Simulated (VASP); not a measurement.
# AlV2C (P6_3/mmc) in VASP: further runs

The runs below take AlV2C through relaxation of cell and atoms, relaxation of shape and atoms at fixed volume, with PBE.

Program: VASP 6.6.1. These are calculated values, not measurements. Logs are shortened: lines on timing, memory, paths and dates and some standing lists are left out, and cuts for length are marked.

## 1. The cell of the first run

The structure is hexagonal, space group P6_3/mmc (No. 194). The conventional cell has a = 2.888 Å, b = 2.888 Å, c = 13.105 Å, α = 90.00°, β = 90.00°, γ = 120.00°. Within 3.7 Å of Al (site symmetry -6m2) lie 6 V at 2.72 Å and 6 Al at 2.89 Å and 6 C at 3.68 Å. Within 2.9 Å of V (site symmetry 3m) lie 3 C at 2.02 Å and 3 Al at 2.72 Å and 9 V at 2.81 to 2.89 Å. C (site symmetry -3m) has 6 V at 2.02 Å within 2.7 Å.

## 2. Relaxation of cell and atoms, PBE

The input, INCAR:

```
SYSTEM = AlV2C
PREC = Accurate
ENCUT = 600
EDIFF = 1E-7
ISMEAR = 0
SIGMA = 0.05
LREAL = .False.
LASPH = .True.
NELM = 80
ALGO = Normal
ISIF = 3
LWAVE = .False.
LCHARG = .False.
GGA = PE
IBRION = 2
NSW = 80
EDIFFG = -0.01
```

The input, KPOINTS:

```
Automatic mesh
0
Gamma
  14 14 4
  0 0 0
```

The input, POSCAR:

```
AlV2C
1.0
    2.8875990726      0.0000000000      0.0000000000
   -1.4437995363      2.5007341528      0.0000000000
    0.0000000000      0.0000000000     13.1048231100
Al V C
2 4 2
Direct
    0.3333333300      0.6666666700      0.2500000000
    0.6666666700      0.3333333300      0.7500000000
    0.3333333300      0.6666666700      0.5863842200
    0.6666666700      0.3333333300      0.4136157800
    0.6666666700      0.3333333300      0.0863842200
    0.3333333300      0.6666666700      0.9136157800
    0.0000000000      0.0000000000      0.0000000000
    0.0000000000      0.0000000000      0.5000000000
```

Potentials or basis: VASP PAW PBE potentials, release 64 (Al, V_sv, C).

Started as:

```bash
cat potpaw_PBE.64/Al/POTCAR potpaw_PBE.64/V_sv/POTCAR potpaw_PBE.64/C/POTCAR > POTCAR
mpirun -np 1 vasp_std > vasp.out
```

OUTCAR:

```text
SYSTEM = AlV2C
   PREC = Accurate
   ENCUT = 600
   EDIFF = 1E-7
   ISMEAR = 0
   LREAL = .False.
   LASPH = .True.
   NELM = 80
   ISIF = 3
   GGA = PE
   IBRION = 2
   NSW = 80
   EDIFFG = -0.01

 ion  position               nearest neighbor table
   1  0.333  0.667  0.250-   4 2.72   5 2.72   4 2.72   5 2.72   4 2.72   5 2.72
   2  0.667  0.333  0.750-   3 2.72   6 2.72   3 2.72   6 2.72   3 2.72   6 2.72
   3  0.333  0.667  0.586-   8 2.02   8 2.02   8 2.02   2 2.72   2 2.72   2 2.72   4 2.81   4 2.81
                             4 2.81
   4  0.667  0.333  0.414-   8 2.02   8 2.02   8 2.02   1 2.72   1 2.72   1 2.72   3 2.81   3 2.81
                             3 2.81
   5  0.667  0.333  0.086-   7 2.02   7 2.02   7 2.02   1 2.72   1 2.72   1 2.72   6 2.81   6 2.81
                             6 2.81
   6  0.333  0.667  0.914-   7 2.02   7 2.02   7 2.02   2 2.72   2 2.72   2 2.72   5 2.81   5 2.81
                             5 2.81
   7  0.000  0.000  0.000-   5 2.02   6 2.02   6 2.02   5 2.02   5 2.02   6 2.02
   8  0.000  0.000  0.500-   3 2.02   4 2.02   3 2.02   4 2.02   4 2.02   3 2.02

  LATTYP: Found a hexagonal cell.
 ALAT       =     2.8875990726
 C/A-ratio  =     4.5383111646

  Lattice vectors:

 A1 = (   2.8875990726,   0.0000000000,   0.0000000000)
 A2 = (  -1.4437995363,   2.5007341528,   0.0000000000)
 A3 = (   0.0000000000,   0.0000000000,  13.1048231100)

Analysis of symmetry for initial positions (statically):
=====================================================================
 Subroutine PRICEL returns:
 Original cell was already a primitive cell.

 Routine SETGRP: Setting up the symmetry group for a
 hexagonal supercell.

 Subroutine GETGRP returns: Found 24 space group operations
 (whereof 12 operations were pure point group operations)
 out of a pool of 24 trial point group operations.

The static configuration has the point symmetry D_3d.
 The point group associated with its full space group is D_6h.

Analysis of symmetry for dynamics (positions and initial velocities):
=====================================================================
 Subroutine PRICEL returns:
 Original cell was already a primitive cell.

 Routine SETGRP: Setting up the symmetry group for a
 hexagonal supercell.

 Subroutine GETGRP returns: Found 24 space group operations
 (whereof 12 operations were pure point group operations)
 out of a pool of 24 trial point group operations.

The dynamic configuration has the point symmetry D_3d.
 The point group associated with its full space group is D_6h.

 Subroutine INISYM returns: Found 24 space group operations
 (whereof 12 operations are pure point group operations),
 and found     1 'primitive' translations

----------------------------------------------------------------------------------------

                                     Primitive cell

  volume of cell :      94.6315

  direct lattice vectors                    reciprocal lattice vectors
     2.887599073  0.000000000  0.000000000     0.346308464  0.199941285  0.000000000
    -1.443799536  2.500734153  0.000000000     0.000000000  0.399882570  0.000000000
     0.000000000  0.000000000 13.104823110     0.000000000  0.000000000  0.076307783

  length of vectors
     2.887599073  2.887599073 13.104823110     0.399882570  0.399882570  0.076307783

  position of ions in fractional coordinates (direct lattice)
     0.333333330  0.666666670  0.250000000
     0.666666670  0.333333330  0.750000000
     0.333333330  0.666666670  0.586384220
     0.666666670  0.333333330  0.413615780
     0.666666670  0.333333330  0.086384220
     0.333333330  0.666666670  0.913615780
     0.000000000  0.000000000  0.000000000
     0.000000000  0.000000000  0.500000000

  ion indices of the primitive-cell ions
   primitive index   ion index
                 1           1
                 2           2
                 3           3
                 4           4
                 5           5
                 6           6
                 7           7
                 8           8

----------------------------------------------------------------------------------------

 KPOINTS: Automatic mesh

Automatic generation of k-mesh.
 Grid dimensions read from file:
 generate k-points for:   14   14    4

 Generating k-lattice:

  Cartesian coordinates                     Fractional coordinates (reciprocal lattice)
     0.024736319  0.014281520  0.000000000     0.071428571  0.000000000  0.000000000
     0.000000000  0.028563041  0.000000000     0.000000000  0.071428571  0.000000000
     0.000000000  0.000000000  0.019076946     0.000000000  0.000000000  0.250000000

  Length of vectors
     0.028563041  0.028563041  0.019076946

  Shift w.r.t. Gamma in fractional coordinates (k-lattice)
     0.000000000  0.000000000  0.000000000

 Subroutine IBZKPT returns following result:
 ===========================================

 Found     72 irreducible k-points:

 Following reciprocal coordinates:
            Coordinates               Weight
  0.000000  0.000000  0.000000      1.000000
  0.071429  0.000000  0.000000      6.000000
  0.142857 -0.000000  0.000000      6.000000
  0.214286  0.000000  0.000000      6.000000
  0.285714 -0.000000  0.000000      6.000000
  0.357143 -0.000000  0.000000      6.000000
[... 16 lines left out ...]
  0.285714  0.285714  0.000000      6.000000
  0.357143  0.285714  0.000000      6.000000
 [... further k-points ...]
   k-points           NKPTS =     72   k-points in BZ     NKDIM =     72   number of bands    NBANDS=     39
   number of dos      NEDOS =    301   number of ions     NIONS =      8
   total plane-waves  NPLWV =  62208
   dimension x,y,z NGX =    24 NGY =   24 NGZ =  108
   dimension x,y,z NGXF=    48 NGYF=   48 NGZF=  216
   ions per type =               2   4   2
   NGX,Y,Z   is equivalent  to a cutoff of  13.82, 13.82, 13.70 a.u.
   NGXF,Y,Z  is equivalent  to a cutoff of  27.63, 27.63, 27.40 a.u.
 SYSTEM =  AlV2C
   PREC   = accura    normal or accurate (medium, high low for compatibility)
   ISTART =      0    job   : 0-new  1-cont  2-samecut
   ICHARG =      2    charge: 1-file 2-atom 10-const
   ISPIN  =      1    spin polarized calculation?
   LNONCOLLINEAR =      F non collinear calculations
   LSORBIT =      F    spin-orbit coupling
   LASPH  =      T    aspherical Exc in radial PAW
   ENCUT  =  600.0 eV  44.10 Ry    6.64 a.u.   5.77  5.77 26.17*2*pi/ulx,y,z
   NELM   =     80;   NELMIN=  2; NELMDL= -5     # of ELM steps
   EDIFF  = 0.1E-06   stopping-criterion for ELM
   LREAL  =      F    real-space projection
   EDIFFG = -.1E-01   stopping-criterion for IOM
   NSW    =     80    number of steps for IOM
   IBRION =      2    ionic relax: 0-MD 1-quasi-New 2-CG
   NFREE  =      1    steps in history (QN), initial steepest desc. (CG)
   ISIF   =      3    stress and relaxation
   ISYM   =      2    0-nonsym 1-usesym 2-fastsym
   POTIM  = 0.5000    time-step for ionic-motion
   TEBEG  =    0.0;   TEEND  =   0.0 temperature during run
   PSTRESS=    0.0 pullay stress
   NELECT =      66.0000    total number of electrons
   NUPDOWN=      -1.0000    fix difference up-down
   EMIN   =  10.00;   EMAX   =-10.00  energy-range for DOS
   EFERMI =   0.00;   METHOD = LEGACY
   ISMEAR =     0;   SIGMA  =   0.05  broadening in eV -4-tet -1-fermi 0-gaus
   EFERMI_NEDOS =   21; number of points for ismear=-14 and -15
   IALGO  =     38    algorithm
   IMIX   =      4    mixing-type and parameters
     AMIX     =   0.40;   BMIX     =  1.00
     AMIX_MAG =   1.60;   BMIX_MAG =  1.00
  volume/ion in A,a.u.               =      11.83        79.83
  Fermi-wavevector in a.u.,A,eV,Ry     =   1.451814  2.743530 28.677865  2.107764
  Thomas-Fermi vector in A             =   2.569268
   LORBIT       =      0    0 simple, 1 ext, 2 COOP (PROOUT), +10 PAW based schemes
   GGA     = PE    functional components
   LHFCALC =     F    Hartree Fock is set to
   AEXX    =    0.0000 exact exchange contribution
   IVDW    =     0    specifies the selected vdW correction
   LEPSILON=     F    determine dielectric tensor
   LRPA    =     F    only Hartree local field effects (RPA)
 conjugate gradient relaxation of ions
 non-spin polarized calculation
 Gauss-broadening in eV      SIGMA  =   0.05
  energy-cutoff  :      600.00
  volume of cell :       94.63
 maximum number of plane-waves:      3180
 NGX is ok and might be reduce to    24
   NGX = 11   NGY = 11   NGZ = 53

--------------------------------------- Ionic step        1  -------------------------------------------

 number of electron      66.0000005 magnetization

 Free energy of the ion-electron system (eV)
  ---------------------------------------------------
  ext. energy  EPLUGINS =         0.00000000
  ---------------------------------------------------
  free energy    TOTEN  =       -66.08939698 eV

  energy without entropy =      -66.07948420  energy(sigma->0) =      -66.08444059

------------------------ aborting loop because EDIFF is reached ----------------------------------------

  FORCE on cell =-STRESS in cart. coord.  units (eV):
  Direction    XX          YY          ZZ          XY          YZ          ZX
  --------------------------------------------------------------------------------------
  -------------------------------------------------------------------------------------
  Total        1.4915868      1.4915868      0.9155067      0.0000000     -0.0000000      0.0000000
  in kB       25.2536141     25.2536141     15.5001717      0.0000000     -0.0000000      0.0000000
  external PRESSURE =      22.0024666 kB  Pullay stress =       0.0000000 kB
[... 111 lines left out ...]
  energy  without entropy=      -66.0919753059  energy(sigma->0) =      -66.09711352

--------------------------------------- Ionic step        4  -------------------------------------------

 number of electron      65.9999992 magnetization

 Free energy of the ion-electron system (eV)
  ---------------------------------------------------
  ext. energy  EPLUGINS =         0.00000000
  ---------------------------------------------------
  free energy    TOTEN  =       -66.10843039 eV

  energy without entropy =      -66.09976645  energy(sigma->0) =      -66.10409842

 E-fermi :   9.4405     XC(G=0): -12.1358

 val. band max:        9.4330792413   @ k =   0.1429  -0.0000   0.0000
 cond. band min:       9.4440134387   @ k =   0.2143   0.0714   0.5000
 fundamental gap:      0.0109341974
 Fermi energy:         9.4404597251

 k-point     1 :       0.0000    0.0000    0.0000
  band No.  band energies     occupation
      1     -54.9636      2.00000
      2     -54.9635      2.00000
      3     -54.9022      2.00000
      4     -54.9021      2.00000
      5     -29.0098      2.00000
      6     -29.0079      2.00000
[... 997 lines left out ...]
     38      10.8475      0.00000
     39      11.0040      0.00000

 [... further k-points ...]

------------------------ aborting loop because EDIFF is reached ----------------------------------------

  FORCE on cell =-STRESS in cart. coord.  units (eV):
  Direction    XX          YY          ZZ          XY          YZ          ZX
  --------------------------------------------------------------------------------------
  -------------------------------------------------------------------------------------
  Total        0.0237848      0.0237848      0.0373605      0.0000000      0.0000000     -0.0000000
  in kB        0.3959278      0.3959278      0.6219130      0.0000000      0.0000000     -0.0000000
  external PRESSURE =       0.4712562 kB  Pullay stress =       0.0000000 kB
[... 23 lines left out ...]
  FREE ENERGIE OF THE ION-ELECTRON SYSTEM (eV)
  ---------------------------------------------------
  free  energy   TOTEN  =       -66.1084303890 eV

  energy  without entropy=      -66.0997664459  energy(sigma->0) =      -66.10409842

 reached required accuracy - stopping structural energy minimisation
```

Run time: 9 min. Hardware: 1 thread of Intel Xeon 6975P-C (Granite Rapids), shared host; peak memory 0.43 GiB.

Results:

- Free energy: -66.1084 eV
- Relaxed volume: 12.03 Å³/atom
- Relaxed cell: a = 2.909 Å, b = 2.909 Å, c = 13.130 Å, α = 90.00°, β = 90.00°, γ = 120.00°
- Space group after relaxing (to 0.1 Å): P6_3/mmc (No. 194)
- Energy gained by relaxing: 2.4 meV/atom
- Ionic steps: 4
- Pressure after relaxing: 0.0 GPa
- Largest force after relaxing: 0.009 eV/Å
- Band gap on the k mesh: zero (bands 33 and 34 overlap by 1.58 eV)

Forces on the atoms (eV/Å):
```
Al   0.000  0.000  0.000
Al   0.000  0.000  0.000
V    0.000  0.000  0.009
V    0.000  0.000 -0.009
V    0.000  0.000  0.009
V    0.000  0.000 -0.009
C    0.000  0.000  0.000
C    0.000  0.000  0.000
```

The path:
| step | energy change (eV) | largest force (eV/Å) | pressure (GPa) | volume (Å³) |
| --- | --- | --- | --- | --- |
| 1 | 0.0000 | 0.1853 | 2.20 | 94.63 |
| 2 | -0.0099 | 0.2522 | -1.95 | 96.87 |
| 3 | -0.0129 | 0.2296 | -0.65 | 96.14 |
| 4 | -0.0190 | 0.0093 | 0.05 | 96.25 |

Final structure:
```yaml
crystal:
  lattice:
    - [2.90937, 0.00000, 0.00000]
    - [-1.45469, 2.51959, 0.00000]
    - [0.00000, 0.00000, 13.12999]
  atoms:
    - { symbol: Al, position: [0.33333, 0.66667, 0.25000] }
    - { symbol: Al, position: [0.66667, 0.33333, 0.75000] }
    - { symbol: V, position: [0.33333, 0.66667, 0.58491] }
    - { symbol: V, position: [0.66667, 0.33333, 0.41509] }
    - { symbol: V, position: [0.66667, 0.33333, 0.08491] }
    - { symbol: V, position: [0.33333, 0.66667, 0.91509] }
    - { symbol: C, position: [0.00000, 0.00000, 0.00000] }
    - { symbol: C, position: [0.00000, 0.00000, 0.50000] }
```

## 3. Relaxation of shape and atoms at fixed volume, PBE (11.78 Å³/atom)

This run uses another cell than the first one, of 11.78 Å³/atom.

The input, INCAR:

```
SYSTEM = AlV2C
  PREC = Accurate
  ENCUT = 600
  EDIFF = 1E-7
  ISMEAR = 0
  SIGMA = 0.05
  LREAL = .False.
  LASPH = .True.
  NELM = 80
  ALGO = Normal
  ISIF = 4
  LWAVE = .False.
  LCHARG = .False.
  GGA = PE
  IBRION = 2
  NSW = 60
  EDIFFG = -0.01
```

KPOINTS is that of step 2.

The input, POSCAR:

```
AlV2C
1.0
    2.8886129639      0.0000000000      0.0000000000
   -1.4443064820      2.5016122084      0.0000000000
    0.0000000000      0.0000000000     13.0426580713
Al V C
2 4 2
Direct
    0.3333333333      0.6666666667      0.2500000000
    0.6666666667      0.3333333333      0.7500000000
    0.3333333333      0.6666666667      0.5848020878
    0.6666666667      0.3333333333      0.4151979122
    0.6666666667      0.3333333333      0.0848020878
    0.3333333333      0.6666666667      0.9151979122
    0.0000000000      0.0000000000      0.0000000000
    0.0000000000      0.0000000000      0.5000000000
```

Potentials or basis: VASP PAW PBE potentials, release 64 (Al, V_sv, C).

Started as:

```bash
cat potpaw_PBE.64/Al/POTCAR potpaw_PBE.64/V_sv/POTCAR potpaw_PBE.64/C/POTCAR > POTCAR
mpirun -np 1 vasp_std > vasp.out
```

It took 15 min on 1 thread of Intel Xeon 8259CL, shared host; peak memory 0.43 GiB.

Results (log left out):

| Quantity | Value |
| --- | --- |
| Free energy | -66.0858 eV |
| Energy gained by relaxing | 0.9 meV/atom |
| Ionic steps | 2 |
| Pressure after relaxing | 3.6 GPa |
| Largest force after relaxing | 0.004 eV/Å |
| Band gap on the k mesh | zero (bands 33 and 34 overlap by 1.65 eV) |

Forces in eV/Å, atoms in the order of the input:
```
Al   0.000  0.000  0.000
Al   0.000  0.000  0.000
V    0.000  0.000  0.004
V    0.000  0.000 -0.004
V    0.000  0.000  0.004
V    0.000  0.000 -0.004
C    0.000  0.000  0.000
C    0.000  0.000  0.000
```

The path:
```csv
step,energy change (eV),largest force (eV/Å),pressure (GPa),volume (Å³)
1,0.0000,0.2684,4.60,94.25
2,-0.0069,0.0037,3.64,94.25
```

Final structure:
```
Al V C
1.0
     2.88827    0.00000    0.00000
    -1.44413    2.50131    0.00000
     0.00000    0.00000   13.04580
Al V C
2 4 2
Direct
  0.33333 0.66667 0.25000
  0.66667 0.33333 0.75000
  0.33333 0.66667 0.58579
  0.66667 0.33333 0.41421
  0.66667 0.33333 0.08579
  0.33333 0.66667 0.91421
  0.00000 0.00000 0.00000
  0.00000 0.00000 0.50000
```

Levels at points of the mesh, in eV from the Fermi level:
```csv
k point,band 29,band 30,band 31,band 32,band 33,band 34,band 35,band 36,band 37,band 38
"(0.00, 0.00, 0.00)",-0.94,-0.63,-0.27,-0.27,-0.26,-0.26,0.58,0.58,0.62,0.62
"(0.50, 0.00, 0.00)",-2.51,-2.45,-1.54,-1.51,0.72,1.04,1.11,1.19,1.78,1.81
"(0.00, 0.00, 0.50)",-0.75,-0.75,-0.27,-0.27,-0.27,-0.27,0.60,0.60,0.60,0.60
"(0.50, 0.00, 0.50)",-2.47,-2.47,-1.52,-1.52,0.94,0.94,1.11,1.11,1.80,1.80
```

(Part 1 of 2 ends here.)
